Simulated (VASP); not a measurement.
# NaF (Fm-3m) in VASP: settings compared, part 2 of 2

VASP 6.6.1. The steps go on from the part before.

## 3. Single point, PBE-based global hybrid with 15 % exact exchange

POSCAR reads:

```
NaF
1.0
    0.0000000000      2.3233012604      2.3233012604
    2.3233012604      0.0000000000      2.3233012604
    2.3233012604      2.3233012604      0.0000000000
Na F
1 1
Direct
    0.0000000000      0.0000000000      0.0000000000
    0.5000000000      0.5000000000      0.5000000000
```

INCAR.step1 reads:

```
SYSTEM = NaF
ALGO = Normal
EDIFF = 1E-5
ENCUT = 520
GGA = PE
GGA_COMPAT = .FALSE.
ISIF = 2
ISMEAR = 0
LASPH = .TRUE.
LCHARG = .FALSE.
LREAL = .FALSE.
LWAVE = .TRUE.
NBANDS = 14
NELM = 120
PREC = Accurate
SIGMA = 0.05
```

INCAR.step2 reads:

```
SYSTEM = NaF
AEXX = 0.15
ALGO = Normal
EDIFF = 1E-6
ENCUT = 520
GGA = PE
GGA_COMPAT = .FALSE.
ISIF = 2
ISMEAR = 0
ISTART = 1
LASPH = .TRUE.
LCHARG = .FALSE.
LHFCALC = .TRUE.
LREAL = .FALSE.
LWAVE = .FALSE.
NBANDS = 14
NELM = 120
PREC = Accurate
PRECFOCK = Normal
SIGMA = 0.05
```

KPOINTS reads:

```
k-points
0
G
  6 6 6
  0 0 0
```

Potentials or basis: VASP PAW PBE potentials, release 64 (Na_pv, F).

Run with:

```
$ cat potpaw_PBE.64/Na_pv/POTCAR potpaw_PBE.64/F/POTCAR > POTCAR
$ cp INCAR.step1 INCAR
$ mpirun -np 1 vasp_std > vasp.out
$ cp INCAR.step2 INCAR
$ mpirun -np 1 vasp_std > vasp.out
```

OUTCAR:

```text
SYSTEM = NaF
   AEXX = 0.15
   EDIFF = 1E-6
   ENCUT = 520
   GGA = PE
   ISIF = 2
   ISMEAR = 0
   ISTART = 1
   LASPH = .TRUE.
   LHFCALC = .TRUE.
   LREAL = .FALSE.
   NELM = 120
   PREC = Accurate
   PRECFOCK = Normal

 ion  position               nearest neighbor table
   1  0.000  0.000  0.000-   2 2.32   2 2.32   2 2.32   2 2.32   2 2.32   2 2.32
   2  0.500  0.500  0.500-   1 2.32   1 2.32   1 2.32   1 2.32   1 2.32   1 2.32

  LATTYP: Found a face centered cubic cell.
 ALAT       =     4.6466025208

  Lattice vectors:

 A1 = (   0.0000000000,   2.3233012604,   2.3233012604)
 A2 = (   2.3233012604,   0.0000000000,   2.3233012604)
 A3 = (   2.3233012604,   2.3233012604,   0.0000000000)

Analysis of symmetry for initial positions (statically):
=====================================================================
 Subroutine PRICEL returns:
 Original cell was already a primitive cell.

 Routine SETGRP: Setting up the symmetry group for a
 face centered cubic supercell.

 Subroutine GETGRP returns: Found 48 space group operations
 (whereof 48 operations were pure point group operations)
 out of a pool of 48 trial point group operations.

The static configuration has the point symmetry O_h .

Analysis of symmetry for dynamics (positions and initial velocities):
=====================================================================
 Subroutine PRICEL returns:
 Original cell was already a primitive cell.

 Routine SETGRP: Setting up the symmetry group for a
 face centered cubic supercell.

 Subroutine GETGRP returns: Found 48 space group operations
 (whereof 48 operations were pure point group operations)
 out of a pool of 48 trial point group operations.

The dynamic configuration has the point symmetry O_h .

 Subroutine INISYM returns: Found 48 space group operations
 (whereof 48 operations are pure point group operations),
 and found     1 'primitive' translations

----------------------------------------------------------------------------------------

                                     Primitive cell

  volume of cell :      25.0811

[... 119 lines left out ...]
 Gauss-broadening in eV      SIGMA  =   0.05
  energy-cutoff  :      520.00
  volume of cell :       25.08
 maximum number of plane-waves:       692
  NGX = 20; NGY = 20; NGZ = 20

 number of electron      13.9999982 magnetization

 Free energy of the ion-electron system (eV)
  ---------------------------------------------------
  ext. energy  EPLUGINS =         0.00000000
  ---------------------------------------------------
  free energy    TOTEN  =        -9.92177505 eV

  energy without entropy =       -9.92177505  energy(sigma->0) =       -9.92177505

 E-fermi :  -3.0468     XC(G=0):  -7.9010

 val. band max:       -3.3705622750   @ k =   0.0000   0.0000   0.0000
 cond. band min:       4.6270010422   @ k =   0.0000   0.0000   0.0000
 fundamental gap:      7.9975633173
 Fermi energy:        -3.0468184171

 k-point     1 :       0.0000    0.0000    0.0000
  band No.  band energies     occupation
      1     -23.4697      2.00000
      2     -23.2014      2.00000
      3     -23.2014      2.00000
      4     -23.2014      2.00000
      5      -3.3706      2.00000
      6      -3.3706      2.00000
      7      -3.3706      2.00000
      8       4.6270      0.00000
      9      17.4405      0.00000
     10      17.4405      0.00000
     11      17.4405      0.00000
     12      20.1135      0.00000
     13      22.5863      0.00000
     14      22.5863      0.00000
[... 241 lines left out ...]
      1     -23.6237      2.00000
      2     -23.3124      2.00000
      3     -23.2717      2.00000
      4     -22.8213      2.00000
      5      -4.4720      2.00000
      6      -4.0343      2.00000
      7      -3.9131      2.00000
      8      11.6104      0.00000
      9      11.6478      0.00000
     10      13.0452      0.00000
     11      16.2337      0.00000
     12      20.0014      0.00000
     13      24.6221      0.00000
     14      24.6224      0.00000

------------------------ aborting loop because EDIFF is reached ----------------------------------------

  FORCE on cell =-STRESS in cart. coord.  units (eV):
  Direction    XX          YY          ZZ          XY          YZ          ZX
  --------------------------------------------------------------------------------------
  -------------------------------------------------------------------------------------
  Total        0.0744461      0.0744461      0.0744461      0.0000000      0.0000000      0.0000000
  in kB        4.7556078      4.7556078      4.7556078      0.0000000      0.0000000      0.0000000
  external PRESSURE =       4.7556078 kB  Pullay stress =       0.0000000 kB

 VOLUME and BASIS-vectors are now :
 -----------------------------------------------------------------------------
  energy-cutoff  :      520.00
  volume of cell :       25.08
      direct lattice vectors                 reciprocal lattice vectors
     0.000000000  2.323301260  2.323301260    -0.215211005  0.215211005  0.215211005
     2.323301260  0.000000000  2.323301260     0.215211005 -0.215211005  0.215211005
     2.323301260  2.323301260  0.000000000     0.215211005  0.215211005 -0.215211005

 POSITION                                       TOTAL-FORCE (eV/Angst)
 -----------------------------------------------------------------------------------
      0.00000      0.00000      0.00000         0.000000      0.000000      0.000000
      2.32330      2.32330      2.32330         0.000000      0.000000     -0.000000
 -----------------------------------------------------------------------------------
    total drift:                               -0.000000     -0.000000     -0.000000

  FREE ENERGIE OF THE ION-ELECTRON SYSTEM (eV)
  ---------------------------------------------------
  free  energy   TOTEN  =        -9.9217750456 eV

  energy  without entropy=       -9.9217750456  energy(sigma->0) =       -9.92177505
```

OSZICAR.step1:

```text
N       E                     dE             d eps       ncg     rms          rms(c)
DAV:   1     0.108631121762E+03    0.10863E+03   -0.78506E+03   460   0.121E+03
DAV:   2    -0.374962829907E+01   -0.11238E+03   -0.10222E+03   490   0.338E+02
DAV:   3    -0.941502437450E+01   -0.56654E+01   -0.56502E+01   556   0.704E+01
DAV:   4    -0.946055480483E+01   -0.45530E-01   -0.45529E-01   496   0.672E+00
DAV:   5    -0.946100912903E+01   -0.45432E-03   -0.45432E-03   556   0.680E-01    0.542E+00
DAV:   6    -0.857093585270E+01    0.89007E+00   -0.31022E+00   548   0.147E+01    0.182E+00
DAV:   7    -0.856198171297E+01    0.89541E-02   -0.40344E-02   448   0.210E+00    0.106E+00
DAV:   8    -0.856356928310E+01   -0.15876E-02   -0.29526E-02   490   0.332E+00    0.165E-01
DAV:   9    -0.856432942674E+01   -0.76014E-03   -0.58517E-03   586   0.752E-01    0.154E-01
DAV:  10    -0.856407026453E+01    0.25916E-03   -0.12849E-03   502   0.439E-01    0.246E-02
DAV:  11    -0.856406582288E+01    0.44417E-05   -0.49816E-05   478   0.794E-02
   1 F= -.85640658E+01 E0= -.85640658E+01  d E =-.422248E-22
```

It took 20 min on 1 thread of AMD EPYC 7R43 (Zen 3), shared host; peak memory 0.11 GiB.

Results:

| Property | Result |
| --- | --- |
| Free energy | -9.9218 eV |
| Pressure | 0.5 GPa |
| Band gap on the k mesh | 8.00 eV |

Levels at points of the mesh, in eV from the valence-band top:
| k point | band 3 | band 4 | band 5 | band 6 | band 7 | band 8 | band 9 | band 10 | band 11 | band 12 |
| --- | --- | --- | --- | --- | --- | --- | --- | --- | --- | --- |
| (0.00, 0.00, 0.00) | -19.83 | -19.83 | 0.00 | 0.00 | 0.00 | 8.00 | 20.81 | 20.81 | 20.81 | 23.48 |
| (0.50, 0.00, 0.00) | -19.84 | -19.08 | -1.60 | -0.26 | -0.26 | 12.51 | 14.29 | 21.95 | 21.95 | 24.87 |
| (0.50, 0.50, 0.00) | -19.88 | -19.85 | -1.30 | -0.42 | -0.42 | 14.96 | 15.04 | 15.42 | 21.70 | 21.70 |

Caveat: the PAW data sets were made with another functional, which shifts forces and pressure a little.
